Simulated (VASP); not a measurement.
# Mo3H (P-6m2) in VASP: relaxation of cell and atoms with PBE

Aim: the relaxation of cell and atoms of Mo3H with PBE.

Everything below comes from runs of VASP 6.6.1. Logs are shortened: lines on timing, memory, paths and dates and some standing lists are left out, and cuts for length are marked.

## (1) The cell of the first run

The structure is hexagonal, space group P-6m2 (No. 187). The conventional cell has a = 3.320 Å, b = 3.320 Å, c = 7.684 Å, α = 90.00°, β = 90.00°, γ = 120.00°. Within 2.5 Å of H (site symmetry -6m2) lie 5 Mo at 1.92 to 2.08 Å. Within 2.5 Å of Mo (site symmetry -6m2) lie 3 H at 1.92 Å. Mo (site symmetry 3m) has 1 H at 2.08 Å and 3 Mo at 2.83 Å within 2.9 Å.

The cell was generated, and may not be a known phase.

## (2) Relaxation of cell and atoms, PBE

The input, INCAR:

```
PREC     = Accurate       # precision mode
ENCUT    = 600            # plane-wave cutoff, eV
EDIFF    = 1E-6           # SCF threshold, eV
ISMEAR   = 0              # smearing method
SIGMA    = 0.2            # smearing width, eV
LREAL    = False          # projectors in reciprocal space
LASPH    = True           # aspherical terms in the spheres
NELM     = 60             # most SCF steps
ALGO     = Normal         # electronic algorithm
ISIF     = 3              # what is computed and relaxed
LWAVE    = False          # write WAVECAR
LCHARG   = False          # write CHGCAR
GGA      = PE             # functional
IBRION   = 2              # ionic algorithm
NSW      = 36             # ionic steps
EDIFFG   = -0.08          # ionic threshold
```

The input, KPOINTS:

```
Automatic mesh
0
Gamma
  7 7 3
```

The input, POSCAR:

```
Mo3H
1.0
    3.3199890900      0.0000000000      0.0000000000
   -1.6599945500      2.8751948900      0.0000000000
    0.0000000000      0.0000000000      7.6837177400
H Mo
1 3
Direct
    0.0000000000      0.0000000000      0.5000000000
    0.3333333300      0.6666666700      0.5000000000
    0.0000000000      0.0000000000      0.7706889300
    0.0000000000      0.0000000000      0.2293110700
```

Potentials or basis: VASP PAW PBE potentials, release 64 (H, Mo_sv).

Command:

```bash
> cat potpaw_PBE.64/H/POTCAR potpaw_PBE.64/Mo_sv/POTCAR > POTCAR
> mpirun -np 1 vasp_std > vasp.out
```

OUTCAR:

```text
PREC = Accurate
   ENCUT = 600
   EDIFF = 1E-6
   ISMEAR = 0
   LREAL = False
   LASPH = True
   NELM = 60
   ISIF = 3
   GGA = PE
   IBRION = 2
   NSW = 36
   EDIFFG = -0.08

 ion  position               nearest neighbor table
   1  0.000  0.000  0.500-   2 1.92   2 1.92   2 1.92   4 2.08   3 2.08
   2  0.333  0.667  0.500-   1 1.92   1 1.92   1 1.92   4 2.83   3 2.83   3 2.83   4 2.83   3 2.83
                             4 2.83
   3  0.000  0.000  0.771-   1 2.08   2 2.83   2 2.83   2 2.83
   4  0.000  0.000  0.229-   1 2.08   2 2.83   2 2.83   2 2.83

  LATTYP: Found a hexagonal cell.
 ALAT       =     3.3199890900
 C/A-ratio  =     2.3143804186

  Lattice vectors:

 A1 = (   3.3199890900,   0.0000000000,   0.0000000000)
 A2 = (  -1.6599945500,   2.8751948900,   0.0000000000)
 A3 = (   0.0000000000,   0.0000000000,   7.6837177400)

Analysis of symmetry for initial positions (statically):
=====================================================================
 Subroutine PRICEL returns:
 Original cell was already a primitive cell.

 Routine SETGRP: Setting up the symmetry group for a
 hexagonal supercell.

 Subroutine GETGRP returns: Found 12 space group operations
 (whereof 12 operations were pure point group operations)
 out of a pool of 24 trial point group operations.

The static configuration has the point symmetry D_3h.

Analysis of symmetry for dynamics (positions and initial velocities):
=====================================================================
 Subroutine PRICEL returns:
 Original cell was already a primitive cell.

 Routine SETGRP: Setting up the symmetry group for a
 hexagonal supercell.

 Subroutine GETGRP returns: Found 12 space group operations
 (whereof 12 operations were pure point group operations)
 out of a pool of 24 trial point group operations.

The dynamic configuration has the point symmetry D_3h.

 Subroutine INISYM returns: Found 12 space group operations
 (whereof 12 operations are pure point group operations),
 and found     1 'primitive' translations

----------------------------------------------------------------------------------------

                                     Primitive cell

  volume of cell :      73.3458

  direct lattice vectors                    reciprocal lattice vectors
     3.319989090  0.000000000  0.000000000     0.301205809  0.173901256  0.000000000
    -1.659994550  2.875194890  0.000000000     0.000000000  0.347802510  0.000000000
     0.000000000  0.000000000  7.683717740     0.000000000  0.000000000  0.130145332

  length of vectors
     3.319989090  3.319989091  7.683717740     0.347802510  0.347802510  0.130145332

  position of ions in fractional coordinates (direct lattice)
     0.000000000  0.000000000  0.500000000
     0.333333330  0.666666670  0.500000000
     0.000000000  0.000000000  0.770688930
     0.000000000  0.000000000  0.229311070

  ion indices of the primitive-cell ions
   primitive index   ion index
                 1           1
                 2           2
                 3           3
                 4           4

----------------------------------------------------------------------------------------

 KPOINTS: Automatic mesh

Automatic generation of k-mesh.
 Grid dimensions read from file:
 generate k-points for:    7    7    3

 Generating k-lattice:

  Cartesian coordinates                     Fractional coordinates (reciprocal lattice)
     0.043029401  0.024843037  0.000000000     0.142857143  0.000000000  0.000000000
     0.000000000  0.049686073  0.000000000     0.000000000  0.142857143  0.000000000
     0.000000000  0.000000000  0.043381777     0.000000000  0.000000000  0.333333333

  Length of vectors
     0.049686073  0.049686073  0.043381777

  Shift w.r.t. Gamma in fractional coordinates (k-lattice)
     0.000000000  0.000000000  0.000000000

 Subroutine IBZKPT returns following result:
 ===========================================

 Found     16 irreducible k-points:

 Following reciprocal coordinates:
            Coordinates               Weight
  0.000000  0.000000  0.000000      1.000000
  0.142857  0.000000  0.000000      6.000000
  0.285714  0.000000  0.000000      6.000000
  0.428571  0.000000  0.000000      6.000000
  0.142857  0.142857  0.000000      6.000000
  0.285714  0.142857  0.000000     12.000000
[... 8 lines left out ...]
  0.428571  0.142857  0.333333     12.000000
  0.285714  0.285714  0.333333     12.000000
   k-points           NKPTS =     16   k-points in BZ     NKDIM =     16   number of bands    NBANDS=     25
   number of dos      NEDOS =    301   number of ions     NIONS =      4
   total plane-waves  NPLWV =  50176
   dimension x,y,z NGX =    28 NGY =   28 NGZ =   64
   dimension x,y,z NGXF=    56 NGYF=   56 NGZF=  128
   ions per type =               1   3
   NGX,Y,Z   is equivalent  to a cutoff of  14.02, 14.02, 13.85 a.u.
   NGXF,Y,Z  is equivalent  to a cutoff of  28.04, 28.04, 27.69 a.u.
 SYSTEM =  unknown system
   PREC   = accura    normal or accurate (medium, high low for compatibility)
   ISTART =      0    job   : 0-new  1-cont  2-samecut
   ICHARG =      2    charge: 1-file 2-atom 10-const
   ISPIN  =      1    spin polarized calculation?
   LNONCOLLINEAR =      F non collinear calculations
   LSORBIT =      F    spin-orbit coupling
   LASPH  =      T    aspherical Exc in radial PAW
   ENCUT  =  600.0 eV  44.10 Ry    6.64 a.u.   6.63  6.63 15.35*2*pi/ulx,y,z
   NELM   =     60;   NELMIN=  2; NELMDL= -5     # of ELM steps
   EDIFF  = 0.1E-05   stopping-criterion for ELM
   LREAL  =      F    real-space projection
   EDIFFG = -.8E-01   stopping-criterion for IOM
   NSW    =     36    number of steps for IOM
   IBRION =      2    ionic relax: 0-MD 1-quasi-New 2-CG
   NFREE  =      1    steps in history (QN), initial steepest desc. (CG)
   ISIF   =      3    stress and relaxation
   ISYM   =      2    0-nonsym 1-usesym 2-fastsym
   POTIM  = 0.5000    time-step for ionic-motion
   TEBEG  =    0.0;   TEEND  =   0.0 temperature during run
   PSTRESS=    0.0 pullay stress
   NELECT =      43.0000    total number of electrons
   NUPDOWN=      -1.0000    fix difference up-down
   EMIN   =  10.00;   EMAX   =-10.00  energy-range for DOS
   EFERMI =   0.00;   METHOD = LEGACY
   ISMEAR =     0;   SIGMA  =   0.20  broadening in eV -4-tet -1-fermi 0-gaus
   EFERMI_NEDOS =   21; number of points for ismear=-14 and -15
   IALGO  =     38    algorithm
   IMIX   =      4    mixing-type and parameters
     AMIX     =   0.40;   BMIX     =  1.00
     AMIX_MAG =   1.60;   BMIX_MAG =  1.00
  volume/ion in A,a.u.               =      18.34       123.74
  Fermi-wavevector in a.u.,A,eV,Ry     =   1.370164  2.589234 25.542887  1.877349
  Thomas-Fermi vector in A             =   2.495975
   LORBIT       =      0    0 simple, 1 ext, 2 COOP (PROOUT), +10 PAW based schemes
   GGA     = PE    functional components
   LHFCALC =     F    Hartree Fock is set to
   AEXX    =    0.0000 exact exchange contribution
   IVDW    =     0    specifies the selected vdW correction
   LEPSILON=     F    determine dielectric tensor
   LRPA    =     F    only Hartree local field effects (RPA)
 conjugate gradient relaxation of ions
 non-spin polarized calculation
 Gauss-broadening in eV      SIGMA  =   0.20
  energy-cutoff  :      600.00
  volume of cell :       73.35
 maximum number of plane-waves:      2471
 NGX is ok and might be reduce to    28
   NGX = 13   NGY = 13   NGZ = 31

--------------------------------------- Ionic step        1  -------------------------------------------

 number of electron      43.0000003 magnetization

 Free energy of the ion-electron system (eV)
  ---------------------------------------------------
  ext. energy  EPLUGINS =         0.00000000
  ---------------------------------------------------
  free energy    TOTEN  =       -31.25587575 eV

  energy without entropy =      -31.12341662  energy(sigma->0) =      -31.18964618

------------------------ aborting loop because EDIFF is reached ----------------------------------------

  FORCE on cell =-STRESS in cart. coord.  units (eV):
  Direction    XX          YY          ZZ          XY          YZ          ZX
  --------------------------------------------------------------------------------------
  -------------------------------------------------------------------------------------
  Total      -10.1475651    -10.1475651    -11.8854447      0.0000000      0.0000000     -0.0000000
  in kB     -221.6649780   -221.6649776   -259.6274882      0.0000004      0.0000000     -0.0000000
  external PRESSURE =    -234.3191479 kB  Pullay stress =       0.0000000 kB
[... 95 lines left out ...]
  FREE ENERGIE OF THE ION-ELECTRON SYSTEM (eV)
  ---------------------------------------------------
  free  energy   TOTEN  =       -32.3788229583 eV

  energy  without entropy=      -32.2659520002  energy(sigma->0) =      -32.32238748

 E-fermi :   9.3803     XC(G=0): -12.0696

 val. band max:        9.3644436998   @ k =   0.1429   0.0000   0.0000
 cond. band min:       9.4012318086   @ k =   0.2857   0.0000   0.0000
 fundamental gap:      0.0367881088
 Fermi energy:         9.3802607709

 k-point     1 :       0.0000    0.0000    0.0000
  band No.  band energies     occupation
      1     -51.6311      2.00000
      2     -51.4147      2.00000
      3     -51.2822      2.00000
      4     -26.1688      2.00000
      5     -25.6377      2.00000
      6     -25.5901      2.00000
[... 437 lines left out ...]
     24      10.2634      0.00000
     25      11.8480      0.00000

[... ionic steps 4 to 18 ...]

--------------------------------------- Ionic step       19  -------------------------------------------

 number of electron      43.0000000 magnetization

------------------------ aborting loop because EDIFF is reached ----------------------------------------

  FORCE on cell =-STRESS in cart. coord.  units (eV):
  Direction    XX          YY          ZZ          XY          YZ          ZX
  --------------------------------------------------------------------------------------
  -------------------------------------------------------------------------------------
  Total        0.2932671      0.2932671     -0.5077466     -0.0000000      0.0000000      0.0000000
  in kB        8.7584247      8.7584247    -15.1638590     -0.0000000      0.0000000      0.0000000
  external PRESSURE =       0.7843301 kB  Pullay stress =       0.0000000 kB
[... 61 lines left out ...]
  energy  without entropy=      -33.6063539559  energy(sigma->0) =      -33.64224593

--------------------------------------- Ionic step       21  -------------------------------------------

 number of electron      43.0000000 magnetization

 Free energy of the ion-electron system (eV)
  ---------------------------------------------------
  ext. energy  EPLUGINS =         0.00000000
  ---------------------------------------------------
  free energy    TOTEN  =       -33.67959508 eV

  energy without entropy =      -33.61034379  energy(sigma->0) =      -33.64496943

 E-fermi :  10.7381     XC(G=0): -12.7190

 val. band max:       10.6763134541   @ k =   0.0000   0.0000   0.3333
 cond. band min:      10.7828740434   @ k =   0.2857   0.0000   0.0000
 fundamental gap:      0.1065605893
 Fermi energy:        10.7381341554

 k-point     1 :       0.0000    0.0000    0.0000
  band No.  band energies     occupation
      1     -50.2898      2.00000
      2     -50.1102      2.00000
      3     -49.9252      2.00000
      4     -25.1582      2.00000
      5     -24.4403      2.00000
      6     -24.1132      2.00000
[... 468 lines left out ...]
  FREE ENERGIE OF THE ION-ELECTRON SYSTEM (eV)
  ---------------------------------------------------
  free  energy   TOTEN  =       -33.6795950772 eV

  energy  without entropy=      -33.6103437885  energy(sigma->0) =      -33.64496943

 reached required accuracy - stopping structural energy minimisation
```

Wall time 5.2 min (1 thread of Intel Xeon 6975P-C (Granite Rapids), shared host); peak memory 0.23 GiB.

What came out:

```
Free energy                           : -33.6796 eV
Relaxed volume                        : 13.43 Å³/atom
Relaxed cell                          : a = 3.038 Å, b = 3.038 Å, c = 6.720 Å, α = 90.00°, β = 90.00°, γ = 120.00°
Space group after relaxing (to 0.1 Å) : P-6m2 (No. 187)
Energy gained by relaxing             : 605.9 meV/atom
Ionic steps                           : 21
Pressure after relaxing               : 0.0 GPa
Largest force after relaxing          : 0.027 eV/Å
Band gap on the k mesh                : zero (an odd number of electrons rules out a gap without spin polarisation)
```

Forces in eV/Å, atoms in the order of the input:
```
H    0.000  0.000  0.000
Mo   0.000  0.000  0.000
Mo   0.000  0.000 -0.027
Mo   0.000  0.000  0.027
```

Stress tensor (GPa, compression positive):
```
 0.49  0.00  0.00
 0.00  0.49  0.00
 0.00  0.00 -0.90
```

The path:
```tsv
step	energy change (eV)	largest force (eV/Å)	pressure (GPa)	volume (Å³)
1	0.0000	1.2444	-23.43	73.35
2	1.2523	7.3227	67.39	48.39
3	-1.1229	1.1424	-2.93	61.50
4	-1.1269	1.2830	-1.56	61.03
5	-1.1273	1.3527	-0.87	60.80
6	-1.2886	1.3996	-0.65	59.13
7	-1.8695	2.3249	3.62	54.32
8	-0.1418	10.0205	61.97	45.49
9	-1.9173	2.5056	7.25	53.19
10	-2.1368	0.6123	21.32	49.24
11	-2.1648	1.6850	15.05	50.57
12	-2.1724	1.3764	16.95	50.11
13	-2.2200	0.9237	16.43	50.13
14	-2.2548	0.2237	16.13	50.16
15	-2.3088	0.1751	13.02	50.75
16	-2.4064	0.0514	4.59	52.55
17	-2.3448	0.1255	-8.81	56.27
18	-2.4216	0.0166	-0.23	53.73
19	-2.4216	0.0124	0.08	53.65
20	-2.4223	0.0027	0.07	53.66
21	-2.4237	0.0273	0.03	53.70
```

Final structure:
```xyz
4
Lattice="3.0377 0.0000 0.0000 -1.5189 2.6308 0.0000 0.0000 0.0000 6.7196" Properties=species:S:1:pos:R:3 pbc="T T T"
H    -1.5189    2.6308    3.3598
Mo    0.0000    1.7538    3.3598
Mo    0.0000    0.0000    5.5567
Mo    0.0000    0.0000    1.1629
```

Caveat: the volume moved by over 15 % at a fixed basis, so the end points are rough; the highest band is partly filled, so the run has too few bands.

The gap in the log of VASP goes by the Fermi energy; the results here count the filled bands.